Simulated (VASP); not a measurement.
# BaS (Fm-3m) in VASP: further runs, part 2 of 2

VASP 6.6.1. Earlier steps stand in the parts before.

**4. Electric field gradients, LDA (volume scaled by 1.04)**

Input file INCAR:

```
PREC = Accurate ; ENCUT = 520
EDIFF = 1E-8 ; ISMEAR = -1
SIGMA = 0.01 ; LREAL = False
LASPH = True ; NELM = 60
ALGO = Normal ; ISIF = 2
LWAVE = False ; LCHARG = False
GGA = CA ; LEFG = True
NBANDS = 15
```

Input file KPOINTS:

```
Automatic mesh
0
Gamma
  7 7 7
```

Input file POSCAR:

```
BaS
1.0
    0.0000000000      3.2357778460      3.2357778460
    3.2357778460      0.0000000000      3.2357778460
    3.2357778460      3.2357778460      0.0000000000
Ba S
1 1
Direct
    0.0000000000      0.0000000000      0.0000000000
    0.5000000000      0.5000000000      0.5000000000
```

Potentials or basis: VASP PAW LDA potentials, release 64 (Ba_sv, S).

Command:

```sh
> cat potpaw_LDA.64/Ba_sv/POTCAR potpaw_LDA.64/S/POTCAR > POTCAR
> mpirun -np 1 vasp_std > vasp.out
```

OUTCAR:

```text
PREC = Accurate
   ENCUT = 520
   EDIFF = 1E-8
   ISMEAR = -1
   LREAL = False
   LASPH = True
   NELM = 60
   ISIF = 2
   GGA = CA

 ion  position               nearest neighbor table
   1  0.000  0.000  0.000-   2 3.24   2 3.24   2 3.24   2 3.24   2 3.24   2 3.24
   2  0.500  0.500  0.500-   1 3.24   1 3.24   1 3.24   1 3.24   1 3.24   1 3.24

  LATTYP: Found a face centered cubic cell.
 ALAT       =     6.4715556920

  Lattice vectors:

 A1 = (   0.0000000000,   3.2357778460,   3.2357778460)
 A2 = (   3.2357778460,   0.0000000000,   3.2357778460)
 A3 = (   3.2357778460,   3.2357778460,   0.0000000000)

Analysis of symmetry for initial positions (statically):
=====================================================================
 Subroutine PRICEL returns:
 Original cell was already a primitive cell.

 Routine SETGRP: Setting up the symmetry group for a
 face centered cubic supercell.

 Subroutine GETGRP returns: Found 48 space group operations
 (whereof 48 operations were pure point group operations)
 out of a pool of 48 trial point group operations.

The static configuration has the point symmetry O_h .

Analysis of symmetry for dynamics (positions and initial velocities):
=====================================================================
 Subroutine PRICEL returns:
 Original cell was already a primitive cell.

 Routine SETGRP: Setting up the symmetry group for a
 face centered cubic supercell.

 Subroutine GETGRP returns: Found 48 space group operations
 (whereof 48 operations were pure point group operations)
 out of a pool of 48 trial point group operations.
[... 498 lines left out ...]
      4     -10.3536      2.00000
      5      -8.6298      2.00000
      6      -0.0883      2.00000
      7       0.4315      2.00000
      8       0.4766      2.00000
      9       4.7742      0.00000
     10       5.6556      0.00000
     11       7.1320      0.00000
     12       7.7969      0.00000
     13       7.9663      0.00000
     14       9.7150      0.00000
     15      10.8124      0.00000

------------------------ aborting loop because EDIFF is reached ----------------------------------------

  FORCE on cell =-STRESS in cart. coord.  units (eV):
  Direction    XX          YY          ZZ          XY          YZ          ZX
  --------------------------------------------------------------------------------------
  -------------------------------------------------------------------------------------
  Total       -1.4092792     -1.4092792     -1.4092792      0.0000000      0.0000000     -0.0000000
  in kB      -33.3228047    -33.3228047    -33.3228047      0.0000000      0.0000000     -0.0000000
  external PRESSURE =     -33.3228047 kB  Pullay stress =       0.0000000 kB

 VOLUME and BASIS-vectors are now :
 -----------------------------------------------------------------------------
  energy-cutoff  :      520.00
  volume of cell :       67.76
      direct lattice vectors                 reciprocal lattice vectors
     0.000000000  3.235777846  3.235777846    -0.154522351  0.154522351  0.154522351
     3.235777846  0.000000000  3.235777846     0.154522351 -0.154522351  0.154522351
     3.235777846  3.235777846  0.000000000     0.154522351  0.154522351 -0.154522351

 POSITION                                       TOTAL-FORCE (eV/Angst)
 -----------------------------------------------------------------------------------
      0.00000      0.00000      0.00000         0.000000      0.000000     -0.000000
      3.23578      3.23578      3.23578        -0.000000     -0.000000      0.000000
 -----------------------------------------------------------------------------------
    total drift:                                0.000000      0.000000      0.000000

  FREE ENERGIE OF THE ION-ELECTRON SYSTEM (eV)
  ---------------------------------------------------
  free  energy   TOTEN  =       -11.1176520861 eV

  energy  without entropy=      -11.1176520861  energy(sigma->0) =      -11.11765209

 Electric field gradients (V/A^2)
---------------------------------------------------------------------
 ion       V_xx      V_yy      V_zz      V_xy      V_xz      V_yz
---------------------------------------------------------------------
   1       0.000     0.000    -0.000     0.000     0.000     0.000
   2      -0.000    -0.000     0.000     0.000     0.000     0.000
---------------------------------------------------------------------

 Electric field gradients after diagonalization (V/A^2)
 (convention: |V_zz| > |V_xx| > |V_yy|)
----------------------------------------------------------------------
 ion       V_xx      V_yy      V_zz     asymmetry (V_yy - V_xx)/ V_zz
----------------------------------------------------------------------
   1      -0.000    -0.000     0.000       0.000
   2      -0.000    -0.000     0.000       0.000
----------------------------------------------------------------------

           NMR quadrupolar parameters

 Cq : quadrupolar parameter    Cq=e*Q*V_zz/h
 eta: asymmetry parameters     (V_yy - V_xx)/ V_zz
 Q  : nuclear electric quadrupole moment in mb (millibarn)
----------------------------------------------------------------------
 ion       Cq(MHz)       eta       Q (mb)
----------------------------------------------------------------------
   1       0.000       0.000       1.000
   2       0.000       0.000       1.000
----------------------------------------------------------------------
```

Run time: 39 s. Hardware: 1 thread of AMD EPYC 7R13, shared host; peak memory 0.15 GiB.

What came out:

```
Free energy            : -11.1177 eV
Pressure               : -3.3 GPa
Band gap on the k mesh : 2.03 eV, indirect (least direct gap 2.19 eV)
```

Caveat: without QUAD_EFG the Cq values of the log hold for a quadrupole moment of 1 mb, not for the nuclei; spin-orbit coupling is left out, which moves the levels of the heavy elements. A k mesh can miss the band edges.
